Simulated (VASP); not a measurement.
The system is Cl.

```
Cl
1.0
     3.12000   -2.24000    0.00000
     3.12000    2.24000    0.00000
     0.00000    0.00000    8.26000
Cl
4
Direct
  0.13000 0.87000 0.10000
  0.63000 0.37000 0.40000
  0.87000 0.13000 0.90000
  0.37000 0.63000 0.60000
```

| Item | Value |
| --- | --- |
| Program | VASP 6.6.1 |
| Task | relaxation of cell and atoms |
| Functional | PBE |
| Potentials or basis | VASP PAW PBE potentials, release 64 (Cl) |
| Cutoff | 600 eV |
| k mesh | 8 × 8 × 4 |
| Occupations | gaussian, width 0.02 eV |
| Spin | no spin polarisation |

At the start: pressure 0.2 GPa; volume 28.86 Å³/atom.

Question: How do energy, volume and symmetry change on relaxing?

Answer: Over 20 steps the energy falls by 21.8 meV/atom and the volume is 34.30 Å³/atom (+18.9 %); space group Cmce (No. 64, to 0.1 Å) before and after.

Step by step:
```
step  energy change (eV)  largest force (eV/Å)  pressure (GPa)  volume (Å³)
   1              0.0000                0.2532            0.20       115.45
   2             -0.0102                0.3038            1.19       116.06
   3             -0.0111                0.1916            0.97       115.93
   4             -0.0239                0.1683            0.81       117.83
   5             -0.0521                0.1014            0.43       123.61
   6             -0.0759                0.0601           -0.12       135.52
   7             -0.0770                0.0912           -0.22       138.42
   8             -0.0720                0.3726            0.52       139.81
   9             -0.0782                0.0516            0.01       138.86
  10             -0.0792                0.0509            0.00       139.23
  11             -0.0815                0.0467            0.00       140.34
  12             -0.0835                0.0292           -0.01       142.46
  13             -0.0812                0.2215           -0.43       142.39
  14             -0.0837                0.0305           -0.10       142.44
  15             -0.0844                0.0259           -0.09       141.90
  16             -0.0860                0.0145           -0.05       140.27
  17             -0.0873                0.0090            0.04       136.97
  18             -0.0873                0.0080            0.03       137.22
  19             -0.0869                0.0818           -0.13       137.24
  20             -0.0873                0.0073            0.01       137.22
```

Final structure:
```
Cl
1.0
     3.77437   -2.18846    0.00000
     3.77437    2.18846    0.00000
     0.00000    0.00000    8.30620
Cl
4
Direct
  0.11450 0.88550 0.10508
  0.61450 0.38550 0.39492
  0.88550 0.11450 0.89492
  0.38550 0.61450 0.60508
```

Caveat: the volume moved by over 15 % at a fixed basis, so the end points are rough; this functional lacks dispersion, which holds the molecules together, so the pressure and a relaxed volume are unreliable.
